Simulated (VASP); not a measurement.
# Rb in VASP: relaxation of shape and atoms at fixed volume with PBE

Aim: the relaxation of shape and atoms at fixed volume of Rb with PBE.

Program: VASP 6.6.1. These are calculated values, not measurements. Logs are shortened: lines on timing, memory, paths and dates and some standing lists are left out, and cuts for length are marked.

## Step 1: The cell of the first run

The typed cell holds 2 atoms: a = 4.908 Å, b = 4.908 Å, c = 7.972 Å, α = 90.00°, β = 90.00°, γ = 120.00°.

This isn't the form of Rb at room conditions, which is bcc.

## Step 2: Relaxation of shape and atoms at fixed volume, PBE (83.15 Å³/atom)

Input file INCAR:

```
SYSTEM = Rb
PREC = Accurate
ENCUT = 600
EDIFF = 1E-6
ISMEAR = 0
SIGMA = 0.1
LREAL = .FALSE.
LASPH = .TRUE.
NELM = 80
ALGO = Fast
ISIF = 4
LWAVE = .FALSE.
LCHARG = .FALSE.
GGA = PE
IBRION = 2
NSW = 50
EDIFFG = -0.01
```

Input file KPOINTS:

```
Automatic mesh
0
G
  12 12 8
  0 0 0
```

Input file POSCAR:

```
Rb
1.0
    4.9078701140      0.0000000000      0.0000000000
   -2.4539350570      4.2503401972      0.0000000000
    0.0000000000      0.0000000000      7.9724396373
Rb
2
Direct
    0.6666666667      0.3333333333      0.2499780873
    0.3333333333      0.6666666667      0.7500219127
```

Potentials or basis: VASP PAW PBE potentials, release 64 (Rb_sv).

Run with:

```console
> cat potpaw_PBE.64/Rb_sv/POTCAR > POTCAR
> mpirun -np 1 vasp_std > vasp.out
```

OUTCAR:

```text
SYSTEM = Rb
   PREC = Accurate
   ENCUT = 600
   EDIFF = 1E-6
   ISMEAR = 0
   LREAL = .FALSE.
   LASPH = .TRUE.
   NELM = 80
   ISIF = 4
   GGA = PE
   IBRION = 2
   NSW = 50
   EDIFFG = -0.01

 ion  position               nearest neighbor table
   1  0.667  0.333  0.250-   2 4.89   2 4.89   2 4.89   2 4.89   2 4.89   2 4.89
   2  0.333  0.667  0.750-   1 4.89   1 4.89   1 4.89   1 4.89   1 4.89   1 4.89

  LATTYP: Found a hexagonal cell.
 ALAT       =     4.9078701140
 C/A-ratio  =     1.6244194431

  Lattice vectors:

 A1 = (   4.9078701140,   0.0000000000,   0.0000000000)
 A2 = (  -2.4539350570,   4.2503401972,   0.0000000000)
 A3 = (   0.0000000000,   0.0000000000,   7.9724396373)

Analysis of symmetry for initial positions (statically):
=====================================================================
 Subroutine PRICEL returns:
 Original cell was already a primitive cell.

 Routine SETGRP: Setting up the symmetry group for a
 hexagonal supercell.

 Subroutine GETGRP returns: Found 12 space group operations
 (whereof 12 operations were pure point group operations)
 out of a pool of 24 trial point group operations.

The static configuration has the point symmetry D_3d.

Analysis of symmetry for dynamics (positions and initial velocities):
=====================================================================
 Subroutine PRICEL returns:
 Original cell was already a primitive cell.

 Routine SETGRP: Setting up the symmetry group for a
 hexagonal supercell.

 Subroutine GETGRP returns: Found 12 space group operations
 (whereof 12 operations were pure point group operations)
 out of a pool of 24 trial point group operations.

The dynamic configuration has the point symmetry D_3d.

 Subroutine INISYM returns: Found 12 space group operations
 (whereof 12 operations are pure point group operations),
 and found     1 'primitive' translations

----------------------------------------------------------------------------------------

                                     Primitive cell

  volume of cell :     166.3060

  direct lattice vectors                    reciprocal lattice vectors
     4.907870114  0.000000000  0.000000000     0.203754373  0.117637642  0.000000000
    -2.453935057  4.250340197  0.000000000     0.000000000  0.235275285  0.000000000
     0.000000000  0.000000000  7.972439637     0.000000000  0.000000000  0.125432119

  length of vectors
     4.907870114  4.907870114  7.972439637     0.235275285  0.235275285  0.125432119

  position of ions in fractional coordinates (direct lattice)
     0.666666667  0.333333333  0.249978087
     0.333333333  0.666666667  0.750021913

  ion indices of the primitive-cell ions
   primitive index   ion index
                 1           1
                 2           2

----------------------------------------------------------------------------------------

 KPOINTS: Automatic mesh

Automatic generation of k-mesh.
 Grid dimensions read from file:
 generate k-points for:   12   12    8

 Generating k-lattice:

  Cartesian coordinates                     Fractional coordinates (reciprocal lattice)
     0.016979531  0.009803137  0.000000000     0.083333333  0.000000000  0.000000000
     0.000000000  0.019606274  0.000000000     0.000000000  0.083333333  0.000000000
     0.000000000  0.000000000  0.015679015     0.000000000  0.000000000  0.125000000

  Length of vectors
     0.019606274  0.019606274  0.015679015

  Shift w.r.t. Gamma in fractional coordinates (k-lattice)
     0.000000000  0.000000000  0.000000000

 Subroutine IBZKPT returns following result:
 ===========================================

 Found    131 irreducible k-points:

 Following reciprocal coordinates:
            Coordinates               Weight
  0.000000  0.000000  0.000000      1.000000
  0.083333  0.000000  0.000000      6.000000
  0.166667 -0.000000  0.000000      6.000000
  0.250000 -0.000000  0.000000      6.000000
  0.333333 -0.000000  0.000000      6.000000
  0.416667 -0.000000  0.000000      6.000000
[... 16 lines left out ...]
  0.166667 -0.000000  0.125000      6.000000
  0.000000  0.166667  0.125000      6.000000
 [... further k-points ...]
   k-points           NKPTS =    131   k-points in BZ     NKDIM =    131   number of bands    NBANDS=     13
   number of dos      NEDOS =    301   number of ions     NIONS =      2
   total plane-waves  NPLWV = 102400
   dimension x,y,z NGX =    40 NGY =   40 NGZ =   64
   dimension x,y,z NGXF=    80 NGYF=   80 NGZF=  128
   ions per type =               2
   NGX,Y,Z   is equivalent  to a cutoff of  13.55, 13.55, 13.35 a.u.
   NGXF,Y,Z  is equivalent  to a cutoff of  27.10, 27.10, 26.69 a.u.
 SYSTEM =  Rb
   PREC   = accura    normal or accurate (medium, high low for compatibility)
   ISTART =      0    job   : 0-new  1-cont  2-samecut
   ICHARG =      2    charge: 1-file 2-atom 10-const
   ISPIN  =      1    spin polarized calculation?
   LNONCOLLINEAR =      F non collinear calculations
   LSORBIT =      F    spin-orbit coupling
   LASPH  =      T    aspherical Exc in radial PAW
   ENCUT  =  600.0 eV  44.10 Ry    6.64 a.u.   9.80  9.80 15.92*2*pi/ulx,y,z
   NELM   =     80;   NELMIN=  2; NELMDL= -5     # of ELM steps
   EDIFF  = 0.1E-05   stopping-criterion for ELM
   LREAL  =      F    real-space projection
   EDIFFG = -.1E-01   stopping-criterion for IOM
   NSW    =     50    number of steps for IOM
   IBRION =      2    ionic relax: 0-MD 1-quasi-New 2-CG
   NFREE  =      1    steps in history (QN), initial steepest desc. (CG)
   ISIF   =      4    stress and relaxation
   ISYM   =      2    0-nonsym 1-usesym 2-fastsym
   POTIM  = 0.5000    time-step for ionic-motion
   TEBEG  =    0.0;   TEEND  =   0.0 temperature during run
   PSTRESS=    0.0 pullay stress
   NELECT =      18.0000    total number of electrons
   NUPDOWN=      -1.0000    fix difference up-down
   EMIN   =  10.00;   EMAX   =-10.00  energy-range for DOS
   EFERMI =   0.00;   METHOD = LEGACY
   ISMEAR =     0;   SIGMA  =   0.10  broadening in eV -4-tet -1-fermi 0-gaus
   EFERMI_NEDOS =   21; number of points for ismear=-14 and -15
   IALGO  =     68    algorithm
   IMIX   =      4    mixing-type and parameters
     AMIX     =   0.40;   BMIX     =  1.00
     AMIX_MAG =   1.60;   BMIX_MAG =  1.00
  volume/ion in A,a.u.               =      83.15       561.14
  Fermi-wavevector in a.u.,A,eV,Ry     =   0.780183  1.474332  8.281664  0.608685
  Thomas-Fermi vector in A             =   1.883441
   LORBIT       =      0    0 simple, 1 ext, 2 COOP (PROOUT), +10 PAW based schemes
   GGA     = PE    functional components
   LHFCALC =     F    Hartree Fock is set to
   AEXX    =    0.0000 exact exchange contribution
   IVDW    =     0    specifies the selected vdW correction
   LEPSILON=     F    determine dielectric tensor
   LRPA    =     F    only Hartree local field effects (RPA)
 conjugate gradient relaxation of ions
 non-spin polarized calculation
 RMM-DIIS sequential band-by-band and
 Gauss-broadening in eV      SIGMA  =   0.10
  energy-cutoff  :      600.00
  volume of cell :      166.31
 maximum number of plane-waves:      5599
   NGX = 19   NGY = 19   NGZ = 31

 number of electron      18.0000000 magnetization

 Free energy of the ion-electron system (eV)
  ---------------------------------------------------
  ext. energy  EPLUGINS =         0.00000000
  ---------------------------------------------------
  free energy    TOTEN  =        -1.86520159 eV

  energy without entropy =       -1.85749522  energy(sigma->0) =       -1.86134840

 E-fermi :   0.2201     XC(G=0):  -5.6873

 val. band max:        0.1987670486   @ k =   0.2500  -0.0000   0.2500
 cond. band min:       0.2329330838   @ k =   0.2500   0.2500   0.3750
 fundamental gap:      0.0341660352
 Fermi energy:         0.2201275500

 k-point     1 :       0.0000    0.0000    0.0000
  band No.  band energies     occupation
      1     -28.6300      2.00000
      2     -28.6239      2.00000
      3     -12.7930      2.00000
      4     -12.6814      2.00000
      5     -12.6814      2.00000
      6     -12.6634      2.00000
      7     -12.6634      2.00000
      8     -12.6622      2.00000
      9      -1.8706      2.00000
     10       0.3527      0.06079
     11       0.9579      0.00000
     12       3.7579      0.00000
     13       3.7727      0.00000

 k-point     2 :       0.0833    0.0000    0.0000
  band No.  band energies     occupation
      1     -28.6296      2.00000
      2     -28.6238      2.00000
      3     -12.7901      2.00000
      4     -12.6878      2.00000
      5     -12.6834      2.00000
      6     -12.6702      2.00000
      7     -12.6644      2.00000
      8     -12.6633      2.00000
      9      -1.7958      2.00000
     10       0.4332      0.00259
     11       0.9746      0.00000
     12       3.4024      0.00000
     13       3.8629      0.00000

 k-point     3 :       0.1667   -0.0000    0.0000
  band No.  band energies     occupation
      1     -28.6287      2.00000
      2     -28.6233      2.00000
      3     -12.7818      2.00000
      4     -12.7056      2.00000
      5     -12.6890      2.00000
      6     -12.6883      2.00000
      7     -12.6673      2.00000
      8     -12.6667      2.00000
      9      -1.5759      2.00000
     10       0.6654      0.00000
     11       1.0269      0.00000
     12       2.8626      0.00000
     13       3.5057      0.00000

 k-point     4 :       0.2500   -0.0000    0.0000
  band No.  band energies     occupation
      1     -28.6273      2.00000
      2     -28.6228      2.00000
      3     -12.7694      2.00000
      4     -12.7300      2.00000
      5     -12.7123      2.00000
      6     -12.6963      2.00000
      7     -12.6724      2.00000
      8     -12.6715      2.00000
      9      -1.2242      2.00000
     10       1.0163      0.00000
     11       1.1194      0.00000
     12       2.2720      0.00000
     13       3.0917      0.00000

 k-point     5 :       0.3333   -0.0000    0.0000
  band No.  band energies     occupation
      1     -28.6258      2.00000
      2     -28.6224      2.00000
      3     -12.7549      2.00000
      4     -12.7546      2.00000
      5     -12.7357      2.00000
      6     -12.7034      2.00000
      7     -12.6801      2.00000
      8     -12.6759      2.00000
      9      -0.7618      2.00000
     10       1.2533      0.00000
     11       1.4066      0.00000
     12       1.6640      0.00000
     13       2.8379      0.00000
[... 257 lines left out ...]
 k-point    22 :       0.0000    0.0833    0.1250
  band No.  band energies     occupation
      1     -28.6294      2.00000
      2     -28.6240      2.00000
      3     -12.7856      2.00000
      4     -12.6870      2.00000
      5     -12.6827      2.00000
      6     -12.6735      2.00000
      7     -12.6655      2.00000
      8     -12.6652      2.00000
      9      -1.7482      2.00000
     10       0.1507      1.67363
     11       1.2579      0.00000
     12       3.4100      0.00000
     13       3.8511      0.00000

 k-point    23 :       0.1667   -0.0000    0.1250
  band No.  band energies     occupation
      1     -28.6285      2.00000
      2     -28.6235      2.00000
      3     -12.7782      2.00000
      4     -12.7043      2.00000
      5     -12.6914      2.00000
      6     -12.6881      2.00000
      7     -12.6686      2.00000
      8     -12.6682      2.00000
      9      -1.5297      2.00000
     10       0.3457      0.07581
     11       1.3405      0.00000
     12       2.8838      0.00000
     13       3.4969      0.00000

 k-point    24 :       0.0000    0.1667    0.1250
  band No.  band energies     occupation
      1     -28.6285      2.00000
      2     -28.6235      2.00000
      3     -12.7782      2.00000
      4     -12.7043      2.00000
      5     -12.6914      2.00000
      6     -12.6881      2.00000
      7     -12.6686      2.00000
      8     -12.6682      2.00000
      9      -1.5297      2.00000
     10       0.3457      0.07582
     11       1.3405      0.00000
     12       2.8838      0.00000
     13       3.4969      0.00000

 [... further k-points ...]

------------------------ aborting loop because EDIFF is reached ----------------------------------------

  FORCE on cell =-STRESS in cart. coord.  units (eV):
  Direction    XX          YY          ZZ          XY          YZ          ZX
  --------------------------------------------------------------------------------------
  -------------------------------------------------------------------------------------
  Total        0.3264599      0.3264599      0.3155064      0.0000000      0.0000000      0.0000000
  in kB        3.1450854      3.1450854      3.0395598      0.0000000      0.0000000      0.0000000
  external PRESSURE =       3.1099102 kB  Pullay stress =       0.0000000 kB

 VOLUME and BASIS-vectors are now :
 -----------------------------------------------------------------------------
  energy-cutoff  :      600.00
  volume of cell :      166.31
      direct lattice vectors                 reciprocal lattice vectors
     4.907870114  0.000000000  0.000000000     0.203754373  0.117637642  0.000000000
    -2.453935057  4.250340197  0.000000000     0.000000000  0.235275285  0.000000000
     0.000000000  0.000000000  7.972439637     0.000000000  0.000000000  0.125432119

 POSITION                                       TOTAL-FORCE (eV/Angst)
 -----------------------------------------------------------------------------------
      2.45394      1.41678      1.99294        -0.000000     -0.000000      0.000135
     -0.00000      2.83356      5.97950         0.000000      0.000000     -0.000135
 -----------------------------------------------------------------------------------
    total drift:                                0.000000     -0.000000      0.000000

  FREE ENERGIE OF THE ION-ELECTRON SYSTEM (eV)
  ---------------------------------------------------
  free  energy   TOTEN  =        -1.8652015912 eV

  energy  without entropy=       -1.8574952169  energy(sigma->0) =       -1.86134840

 reached required accuracy - stopping structural energy minimisation
```

It took 8.7 min on 1 thread of Intel Xeon 8259CL, shared host; peak memory 0.51 GiB.

What came out:

```yaml
Free_energy: -1.8652 eV
Pressure_after_relaxing: 0.3 GPa
Band_gap_on_the_k_mesh: zero (bands 9 and 10 overlap by 2.42 eV)
```

Final structure:
```
Rb
1.0
     4.90787    0.00000    0.00000
    -2.45394    4.25034    0.00000
     0.00000    0.00000    7.97244
Rb
2
Direct
  0.66667 0.33333 0.24998
  0.33333 0.66667 0.75002
```

Levels at points of the mesh, in eV from the Fermi level:
| k point | band 5 | band 6 | band 7 | band 8 | band 9 | band 10 | band 11 | band 12 | band 13 |
| --- | --- | --- | --- | --- | --- | --- | --- | --- | --- |
| (0.00, 0.00, 0.00) | -12.90 | -12.88 | -12.88 | -12.88 | -2.09 | 0.13 | 0.74 | 3.54 | 3.55 |
| (0.50, 0.00, 0.00) | -12.96 | -12.93 | -12.91 | -12.90 | 0.04 | 0.33 | 1.28 | 1.55 | 2.16 |
| (0.00, 0.00, 0.50) | -12.89 | -12.89 | -12.89 | -12.89 | -1.36 | -1.36 | 2.38 | 2.39 | 3.57 |
| (0.50, 0.00, 0.50) | -12.92 | -12.92 | -12.92 | -12.92 | 0.39 | 0.39 | 0.98 | 0.98 | 2.55 |

The gap in the log of VASP goes by the Fermi energy; the results here count the filled bands.